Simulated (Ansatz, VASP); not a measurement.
## Se: VASP beside Ansatz

INCAR

```
SYSTEM = Se
PREC = Accurate ; ENCUT = 520
EDIFF = 1E-8 ; ISMEAR = -1
SIGMA = 0.03 ; LREAL = .False.
LASPH = .True. ; NELM = 80
ALGO = Normal ; ISIF = 2
LWAVE = .False. ; LCHARG = .False.
GGA = PE ; LEFG = .True.
NBANDS = 16
```

KPOINTS

```
regular mesh
0
Gamma
  8 8 6
  0 0 0
```

POSCAR

```
Se
1.0
    4.4124811141      0.0000000000      0.0000000000
   -2.2062405570      3.8213207385      0.0000000000
    0.0000000000      0.0000000000      5.0145818112
Se
3
Direct
    0.2170000000      0.0000000000      0.1666666667
    0.0000000000      0.2170000000      0.8333333333
    0.7830000000      0.7830000000      0.5000000000
```

Input for Ansatz:

```yaml
crystal:
  lattice:
    - [4.4124811141, 0.0, 0.0]
    - [-2.206240557, 3.8213207385, 0.0]
    - [0.0, 0.0, 5.0145818112]
  atoms:
    - { symbol: Se, position: [0.217, 0.0, 0.1666666667] }
    - { symbol: Se, position: [0.0, 0.217, 0.8333333333] }
    - { symbol: Se, position: [0.783, 0.783, 0.5] }
kpoints:
  mp_grid: { grid: [8, 8, 6] }
scf:
  occupations: { method: fermi_dirac, width: 0.03 }
hamiltonian:
  xc: pbe
  pseudopotentials: { kind: all_electron, datasets: crystal }
output:
  forces: true
  stress: true
  eigenvalues: true
  efg: { contact_densities: true }
```

Change from the starting cell: volume scaled by 1.04, crystal datasets.

Alike in both runs: task electric field gradients; functional PBE; k mesh 8 × 8 × 6; occupations fermi-dirac, width 0.03 eV; no spin polarisation.

|  | VASP | Ansatz |
| --- | --- | --- |
| version | VASP 6.6.1 | Ansatz 0.2.0 |
| potentials or method | VASP PAW PBE potentials, release 64 (Se), cutoff 520 eV | all-electron PAW with datasets made for the crystal, scalar-relativistic |

VASP gave:

| Property | Result |
| --- | --- |
| pressure (GPa) | 3.1 |
| traceless stress, the component that is largest in VASP (GPa) | 0.84 |
| rms of the force components (eV/Å) | 0.414 |
| size of Vzz on the site where it differs most (V/Å²) | 504.3 |

Which values does Ansatz return?

Pressure (GPa): 3.0; traceless stress, the component that is largest in VASP (GPa): 0.78; rms of the force components (eV/Å): 0.390; size of Vzz on the site where it differs most (V/Å²): 525.9.

Atom by atom the forces differ by 0.024 eV/Å (rms over components). Ansatz ran all-electron here, and VASP with PAW potentials.
